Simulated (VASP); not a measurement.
Here is a VASP 6.6.1 calculation.

Contents of INCAR:

```
SYSTEM = C
PREC = Accurate
ENCUT = 600
EDIFF = 1E-7
ISMEAR = 0
SIGMA = 0.1
LREAL = .False.
LASPH = .True.
NELM = 80
ALGO = Normal
ISIF = 3
LWAVE = .False.
LCHARG = .False.
GGA = CA
IBRION = 2
NSW = 100
EDIFFG = -0.005
```

KPOINTS

```
regular mesh
0
Gamma
  21 21 6
  0 0 0
```

POSCAR

```
C
1.0
    2.4560000000      0.0000000000      0.0000000000
   -1.2280000000      2.1269583917      0.0000000000
    0.0000000000      0.0000000000      6.6960000000
C
4
Direct
    0.0000000000      0.0000000000      0.7500000000
    0.0000000000      0.0000000000      0.2500000000
    0.3333333333      0.6666666667      0.7500000000
    0.6666666667      0.3333333333      0.2500000000
```

Potentials or basis: VASP PAW LDA potentials, release 64 (C).

Run with:

```sh
$ cat potpaw_LDA.64/C/POTCAR > POTCAR
$ mpirun -np 1 vasp_std > vasp.out
```

Q: What does it give for the relaxed cell?

A: a = 2.446 Å, b = 2.446 Å, c = 6.565 Å, α = 90.00°, β = 90.00°, γ = 120.00°.

Q: Predict the space group after relaxing (to 0.1 Å).

A: P6_3/mmc (No. 194).

Q: Estimate the band gap on the k mesh.

A: Zero (bands 8 and 9 overlap by 0.04 eV).

Q: Estimate the relaxed volume.

A: 8.50 Å³/atom.

The path:
| step | energy change (eV) | largest force (eV/Å) | pressure (GPa) | volume (Å³) |
| --- | --- | --- | --- | --- |
| 1 | 0.0000 | 0.0000 | -3.57 | 34.98 |
| 2 | 0.0206 | 0.0000 | 8.24 | 34.00 |
| 3 | -0.0045 | 0.0000 | -0.21 | 34.69 |
| 4 | -0.0045 | 0.0000 | -0.14 | 34.68 |
| 5 | -0.0047 | 0.0000 | -0.13 | 34.63 |
| 6 | -0.0051 | 0.0000 | -0.10 | 34.49 |
| 7 | -0.0057 | 0.0000 | -0.01 | 34.21 |
| 8 | -0.0054 | 0.0000 | 0.20 | 33.64 |
| 9 | -0.0058 | 0.0000 | 0.09 | 33.99 |
| 10 | -0.0058 | 0.0000 | 0.06 | 34.03 |
| 11 | -0.0058 | 0.0000 | 0.07 | 34.01 |
| 12 | -0.0056 | 0.0000 | -0.76 | 34.07 |
| 13 | -0.0058 | 0.0000 | -0.02 | 34.02 |

LDA usually gives volumes a few per cent too small. Zero-point motion and thermal expansion aren't in these numbers.
